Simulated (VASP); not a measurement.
# Pb (Fd-3m) in VASP: notebook

The runs below take Pb through single point, relaxation of cell and atoms, with LDA.

Everything below comes from runs of VASP 6.6.1. Logs are shortened: lines on timing, memory, paths and dates and some standing lists are left out, and cuts for length are marked.

## 1. The cell of the first run

The structure is cubic, space group Fd-3m (No. 227). Conventional cell: a = 6.897 Å, b = 6.897 Å, c = 6.897 Å, α = 90.00°, β = 90.00°, γ = 90.00°. Within 3.9 Å of Pb (site symmetry -43m) lie 4 Pb at 2.99 Å.

This isn't the form of Pb at room conditions, which is fcc.

## 2. Single point, LDA

INCAR reads:

```
SYSTEM = Pb
PREC = Accurate ; ENCUT = 520
EDIFF = 1E-7 ; ISMEAR = -1
SIGMA = 0.05 ; LREAL = .FALSE.
LASPH = .TRUE. ; NELM = 80
ALGO = Normal ; ISIF = 2
LWAVE = .FALSE. ; LCHARG = .FALSE.
GGA = CA ; NBANDS = 21
```

KPOINTS reads:

```
regular mesh
0
G
  11 11 11
  0 0 0
```

POSCAR reads:

```
Pb
1.0
    0.0000000000      3.4485773400      3.4485773400
    3.4485773400      0.0000000000      3.4485773400
    3.4485773400      3.4485773400      0.0000000000
Pb
2
Direct
   -0.1250000000     -0.1250000000     -0.1250000000
    0.1250000000      0.1250000000      0.1250000000
```

Potentials or basis: VASP PAW LDA potentials, release 64 (Pb_d).

Started as:

```
> cat potpaw_LDA.64/Pb_d/POTCAR > POTCAR
> mpirun -np 1 vasp_std > vasp.out
```

OUTCAR:

```text
SYSTEM = Pb
   PREC = Accurate
   ENCUT = 520
   EDIFF = 1E-7
   ISMEAR = -1
   LREAL = .FALSE.
   LASPH = .TRUE.
   NELM = 80
   ISIF = 2
   GGA = CA

 ion  position               nearest neighbor table
   1  0.875  0.875  0.875-   2 2.99   2 2.99   2 2.99   2 2.99
   2  0.125  0.125  0.125-   1 2.99   1 2.99   1 2.99   1 2.99

  LATTYP: Found a face centered cubic cell.
 ALAT       =     6.8971546800

  Lattice vectors:

 A1 = (   0.0000000000,   3.4485773400,   3.4485773400)
 A2 = (   3.4485773400,   0.0000000000,   3.4485773400)
 A3 = (   3.4485773400,   3.4485773400,   0.0000000000)

Analysis of symmetry for initial positions (statically):
=====================================================================
 Subroutine PRICEL returns:
 Original cell was already a primitive cell.

 Routine SETGRP: Setting up the symmetry group for a
 face centered cubic supercell.

 Subroutine GETGRP returns: Found 48 space group operations
 (whereof 12 operations were pure point group operations)
 out of a pool of 48 trial point group operations.

The static configuration has the point symmetry D_3d.
 The point group associated with its full space group is O_h .

Analysis of symmetry for dynamics (positions and initial velocities):
=====================================================================
 Subroutine PRICEL returns:
 Original cell was already a primitive cell.

 Routine SETGRP: Setting up the symmetry group for a
 face centered cubic supercell.

 Subroutine GETGRP returns: Found 48 space group operations
 (whereof 12 operations were pure point group operations)
 out of a pool of 48 trial point group operations.

The dynamic configuration has the point symmetry D_3d.
 The point group associated with its full space group is O_h .

 Subroutine INISYM returns: Found 48 space group operations
 (whereof 12 operations are pure point group operations),
 and found     1 'primitive' translations

----------------------------------------------------------------------------------------

                                     Primitive cell

  volume of cell :      82.0257

  direct lattice vectors                    reciprocal lattice vectors
     0.000000000  3.448577340  3.448577340    -0.144987324  0.144987324  0.144987324
     3.448577340  0.000000000  3.448577340     0.144987324 -0.144987324  0.144987324
     3.448577340  3.448577340  0.000000000     0.144987324  0.144987324 -0.144987324

  length of vectors
     4.877024845  4.877024845  4.877024845     0.251125412  0.251125412  0.251125412

  position of ions in fractional coordinates (direct lattice)
     0.875000000  0.875000000  0.875000000
     0.125000000  0.125000000  0.125000000

  ion indices of the primitive-cell ions
   primitive index   ion index
                 1           1
                 2           2

----------------------------------------------------------------------------------------

 KPOINTS: regular mesh

Automatic generation of k-mesh.
 Grid dimensions read from file:
 generate k-points for:   11   11   11

 Generating k-lattice:

  Cartesian coordinates                     Fractional coordinates (reciprocal lattice)
    -0.013180666  0.013180666  0.013180666     0.090909091  0.000000000  0.000000000
     0.013180666 -0.013180666  0.013180666     0.000000000  0.090909091  0.000000000
     0.013180666  0.013180666 -0.013180666     0.000000000  0.000000000  0.090909091

  Length of vectors
     0.022829583  0.022829583  0.022829583

  Shift w.r.t. Gamma in fractional coordinates (k-lattice)
     0.000000000  0.000000000  0.000000000

 Subroutine IBZKPT returns following result:
 ===========================================

 Found     56 irreducible k-points:

 Following reciprocal coordinates:
            Coordinates               Weight
  0.000000  0.000000  0.000000      1.000000
  0.090909  0.000000  0.000000      8.000000
  0.181818  0.000000  0.000000      8.000000
  0.272727  0.000000  0.000000      8.000000
  0.363636  0.000000  0.000000      8.000000
  0.454545  0.000000  0.000000      8.000000
[... 16 lines left out ...]
 -0.272727  0.181818  0.000000     24.000000
 -0.181818  0.181818  0.000000     12.000000
 [... further k-points ...]
   k-points           NKPTS =     56   k-points in BZ     NKDIM =     56   number of bands    NBANDS=     21
   number of dos      NEDOS =    301   number of ions     NIONS =      2
   total plane-waves  NPLWV =  46656
   dimension x,y,z NGX =    36 NGY =   36 NGZ =   36
   dimension x,y,z NGXF=    72 NGYF=   72 NGZF=   72
   ions per type =               2
   NGX,Y,Z   is equivalent  to a cutoff of  12.27, 12.27, 12.27 a.u.
   NGXF,Y,Z  is equivalent  to a cutoff of  24.54, 24.54, 24.54 a.u.
 SYSTEM =  Pb
   PREC   = accura    normal or accurate (medium, high low for compatibility)
   ISTART =      0    job   : 0-new  1-cont  2-samecut
   ICHARG =      2    charge: 1-file 2-atom 10-const
   ISPIN  =      1    spin polarized calculation?
   LNONCOLLINEAR =      F non collinear calculations
   LSORBIT =      F    spin-orbit coupling
   LASPH  =      T    aspherical Exc in radial PAW
   ENCUT  =  520.0 eV  38.22 Ry    6.18 a.u.   9.07  9.07  9.07*2*pi/ulx,y,z
   NELM   =     80;   NELMIN=  2; NELMDL= -5     # of ELM steps
   EDIFF  = 0.1E-06   stopping-criterion for ELM
   LREAL  =      F    real-space projection
   EDIFFG = 0.1E-05   stopping-criterion for IOM
   NSW    =      0    number of steps for IOM
   IBRION =     -1    ionic relax: 0-MD 1-quasi-New 2-CG
   NFREE  =      0    steps in history (QN), initial steepest desc. (CG)
   ISIF   =      2    stress and relaxation
   ISYM   =      2    0-nonsym 1-usesym 2-fastsym
   POTIM  = 0.5000    time-step for ionic-motion
   TEBEG  =    0.0;   TEEND  =   0.0 temperature during run
   PSTRESS=    0.0 pullay stress
   NELECT =      28.0000    total number of electrons
   NUPDOWN=      -1.0000    fix difference up-down
   EMIN   =  10.00;   EMAX   =-10.00  energy-range for DOS
   EFERMI =   0.00;   METHOD = LEGACY
   ISMEAR =    -1;   SIGMA  =   0.05  broadening in eV -4-tet -1-fermi 0-gaus
   EFERMI_NEDOS =   21; number of points for ismear=-14 and -15
   IALGO  =     38    algorithm
   IMIX   =      4    mixing-type and parameters
     AMIX     =   0.40;   BMIX     =  1.00
     AMIX_MAG =   1.60;   BMIX_MAG =  1.00
  volume/ion in A,a.u.               =      41.01       276.77
  Fermi-wavevector in a.u.,A,eV,Ry     =   1.144136  2.162103 17.810659  1.309047
  Thomas-Fermi vector in A             =   2.280829
   LORBIT       =      0    0 simple, 1 ext, 2 COOP (PROOUT), +10 PAW based schemes
   GGA     = CA    functional components
   LHFCALC =     F    Hartree Fock is set to
   AEXX    =    0.0000 exact exchange contribution
   IVDW    =     0    specifies the selected vdW correction
   LEPSILON=     F    determine dielectric tensor
   LRPA    =     F    only Hartree local field effects (RPA)
 non-spin polarized calculation
  energy-cutoff  :      520.00
  volume of cell :       82.03
 maximum number of plane-waves:      2229
   NGX = 19   NGY = 19   NGZ = 19

 number of electron      27.9999996 magnetization

 Free energy of the ion-electron system (eV)
  ---------------------------------------------------
  ext. energy  EPLUGINS =         0.00000000
  ---------------------------------------------------
  free energy    TOTEN  =        -7.88277267 eV

  energy without entropy =       -7.87719485  energy(sigma->0) =       -7.87998376

 E-fermi :   3.9659     XC(G=0):  -8.7281

 val. band max:        3.9276927036   @ k =  -0.1818   0.0909   0.0000
 cond. band min:       3.9719860876   @ k =   0.0909   0.0909   0.0000
 fundamental gap:      0.0442933841
 Fermi energy:         3.9659046424

 k-point     1 :       0.0000    0.0000    0.0000
  band No.  band energies     occupation
      1     -13.1640      2.00000
      2     -13.1640      2.00000
      3     -13.1640      2.00000
      4     -13.0856      2.00000
      5     -13.0856      2.00000
      6     -12.6625      2.00000
[... 13 lines left out ...]
     20      11.9067      0.00000
     21      11.9067      0.00000

 k-point     2 :       0.0909    0.0000    0.0000
  band No.  band energies     occupation
      1     -13.1730      2.00000
      2     -13.1730      2.00000
      3     -13.1621      2.00000
      4     -13.0730      2.00000
      5     -13.0730      2.00000
      6     -12.6790      2.00000
[... 13 lines left out ...]
     20      11.4343      0.00000
     21      11.4344      0.00000

 k-point     3 :       0.1818    0.0000    0.0000
  band No.  band energies     occupation
      1     -13.1887      2.00000
      2     -13.1887      2.00000
      3     -13.1569      2.00000
      4     -13.0483      2.00000
      5     -13.0483      2.00000
      6     -12.7022      2.00000
[... 13 lines left out ...]
     20      11.0801      0.00000
     21      11.0801      0.00000

 k-point     4 :       0.2727    0.0000    0.0000
  band No.  band energies     occupation
      1     -13.2011      2.00000
      2     -13.2011      2.00000
      3     -13.1497      2.00000
      4     -13.0254      2.00000
      5     -13.0254      2.00000
      6     -12.7206      2.00000
[... 13 lines left out ...]
     20      11.1260      0.00000
     21      11.1260      0.00000

 k-point     5 :       0.3636    0.0000    0.0000
  band No.  band energies     occupation
      1     -13.2084      2.00000
      2     -13.2084      2.00000
      3     -13.1429      2.00000
      4     -13.0104      2.00000
      5     -13.0104      2.00000
      6     -12.7313      2.00000
[... 13 lines left out ...]
     20      11.5879      0.00000
     21      11.5879      0.00000

 k-point     6 :       0.4545    0.0000    0.0000
  band No.  band energies     occupation
      1     -13.2114      2.00000
      2     -13.2114      2.00000
      3     -13.1388      2.00000
      4     -13.0037      2.00000
      5     -13.0037      2.00000
      6     -12.7354      2.00000
[... 13 lines left out ...]
     20      12.2152      0.00000
     21      12.2227      0.00000

 k-point     7 :       0.0909    0.0909    0.0000
  band No.  band energies     occupation
      1     -13.1733      2.00000
      2     -13.1702      2.00000
      3     -13.1702      2.00000
      4     -13.0763      2.00000
      5     -13.0602      2.00000
      6     -12.7094      2.00000
[... 13 lines left out ...]
     20      10.7103      0.00000
     21      12.0971      0.00000
[... 291 lines left out ...]
      1     -13.2414      2.00000
      2     -13.2161      2.00000
      3     -13.1131      2.00000
      4     -12.9823      2.00000
      5     -12.9498      2.00000
      6     -12.8386      2.00000
[... 13 lines left out ...]
     20      12.0997      0.00000
     21      12.5463      0.00000

 k-point    21 :      -0.4545    0.1818    0.0000
  band No.  band energies     occupation
      1     -13.2475      2.00000
      2     -13.2223      2.00000
      3     -13.0941      2.00000
      4     -12.9645      2.00000
      5     -12.9638      2.00000
      6     -12.8185      2.00000
[... 13 lines left out ...]
     20      11.3796      0.00000
     21      12.1737      0.00000

 k-point    22 :      -0.3636    0.1818    0.0000
  band No.  band energies     occupation
      1     -13.2441      2.00000
      2     -13.2253      2.00000
      3     -13.0901      2.00000
      4     -12.9877      2.00000
      5     -12.9559      2.00000
      6     -12.7864      2.00000
[... 13 lines left out ...]
     20      11.3004      0.00000
     21      11.7413      0.00000

 k-point    23 :      -0.2727    0.1818    0.0000
  band No.  band energies     occupation
      1     -13.2315      2.00000
      2     -13.2236      2.00000
      3     -13.1040      2.00000
      4     -13.0106      2.00000
      5     -12.9646      2.00000
      6     -12.7842      2.00000
[... 13 lines left out ...]
     20      10.9988      0.00000
     21      12.3264      0.00000

 k-point    24 :      -0.1818    0.1818    0.0000
  band No.  band energies     occupation
      1     -13.2160      2.00000
      2     -13.2122      2.00000
      3     -13.1288      2.00000
      4     -13.0287      2.00000
      5     -12.9899      2.00000
      6     -12.7642      2.00000
[... 13 lines left out ...]
     20      10.8336      0.00000
     21      11.3115      0.00000

 [... further k-points ...]
[... 5 lines left out ...]
  --------------------------------------------------------------------------------------
  -------------------------------------------------------------------------------------
  Total       -0.4935214     -0.4935214     -0.4935214      0.0000000     -0.0000000      0.0000000
  in kB       -9.6397708     -9.6397708     -9.6397708      0.0000000     -0.0000000      0.0000000
  external PRESSURE =      -9.6397708 kB  Pullay stress =       0.0000000 kB

 VOLUME and BASIS-vectors are now :
 -----------------------------------------------------------------------------
  energy-cutoff  :      520.00
  volume of cell :       82.03
      direct lattice vectors                 reciprocal lattice vectors
     0.000000000  3.448577340  3.448577340    -0.144987324  0.144987324  0.144987324
     3.448577340  0.000000000  3.448577340     0.144987324 -0.144987324  0.144987324
     3.448577340  3.448577340  0.000000000     0.144987324  0.144987324 -0.144987324

 POSITION                                       TOTAL-FORCE (eV/Angst)
 -----------------------------------------------------------------------------------
      6.03501      6.03501      6.03501         0.000000     -0.000000     -0.000000
      0.86214      0.86214      0.86214        -0.000000      0.000000      0.000000
 -----------------------------------------------------------------------------------
    total drift:                                0.000000      0.000000      0.000000

  FREE ENERGIE OF THE ION-ELECTRON SYSTEM (eV)
  ---------------------------------------------------
  free  energy   TOTEN  =        -7.8827726707 eV

  energy  without entropy=       -7.8771948459  energy(sigma->0) =       -7.87998376
```

Run time: 88 s. Hardware: 1 thread of AMD EPYC 7R43 (Zen 3), shared host; peak memory 0.17 GiB.

Results:

```
Free energy            : -7.8828 eV
Pressure               : -1.0 GPa
Band gap on the k mesh : zero (bands 14 and 15 overlap by 1.12 eV)
```

Levels at points of the mesh, in eV from the Fermi level:
| k point | band 12 | band 13 | band 14 | band 15 | band 16 | band 17 |
| --- | --- | --- | --- | --- | --- | --- |
| (0.00, 0.00, 0.00) | -3.99 | 0.40 | 0.40 | 0.40 | 2.40 | 2.40 |

Caveat: spin-orbit coupling is left out, which moves the levels of the heavy elements.

## 3. Relaxation of cell and atoms, LDA

This run uses another cell than the first one, of 39.72 Å³/atom.

INCAR reads:

```
  ALGO = Normal
  EDIFF = 1E-6
  EDIFFG = -0.005
  ENCUT = 600
  GGA = CA
  IBRION = 2
  ISIF = 3
  ISMEAR = -1
  LASPH = T
  LCHARG = F
  LREAL = F
  LWAVE = F
  NELM = 100
  NSW = 45
  PREC = Accurate
  SIGMA = 0.05
```

KPOINTS reads:

```
k-points
0
Gamma
  11 11 11
```

POSCAR reads:

```
Pb
1.0
    0.0000000000      3.4118954536      3.4118954536
    3.4118954536      0.0000000000      3.4118954536
    3.4118954536      3.4118954536      0.0000000000
Pb
2
Direct
   -0.1250000000     -0.1250000000     -0.1250000000
    0.1250000000      0.1250000000      0.1250000000
```

Potentials or basis: VASP PAW LDA potentials, release 64 (Pb_d).

Started as:

```
> cat potpaw_LDA.64/Pb_d/POTCAR > POTCAR
> mpirun -np 1 vasp_std > vasp.out
```

Wall time 2 min (1 thread of AMD EPYC 7R43 (Zen 3), shared host); peak memory 0.2 GiB.

Results (log left out):

```yaml
Free_energy: -7.8895 eV
Relaxed_volume: 39.83 Å³/atom
Relaxed_cell: a = 4.830 Å, b = 4.830 Å, c = 4.830 Å, α = 60.00°, β = 60.00°, γ = 60.00°
Space_group_after_relaxing_to_0.1_Å: Fd-3m (No. 227)
Energy_gained_by_relaxing: 0.0 meV/atom
Ionic_steps: 2
Pressure_after_relaxing: 0.0 GPa
Band_gap_on_the_k_mesh: zero (bands 14 and 15 overlap by 1.17 eV)
```

Final structure:
```xyz
2
Lattice="0.0000 3.4150 3.4150 3.4150 0.0000 3.4150 3.4150 3.4150 0.0000" Properties=species:S:1:pos:R:3 pbc="T T T"
Pb    5.9763    5.9763    5.9763
Pb    0.8538    0.8538    0.8538
```

Levels at points of the mesh, in eV from the Fermi level:
```
           k point  band 12  band 13  band 14  band 15  band 16  band 17
(0.00, 0.00, 0.00)    -3.84     0.41     0.41     0.41     2.41     2.41
```

Caveat: spin-orbit coupling is left out, which moves the levels of the heavy elements.
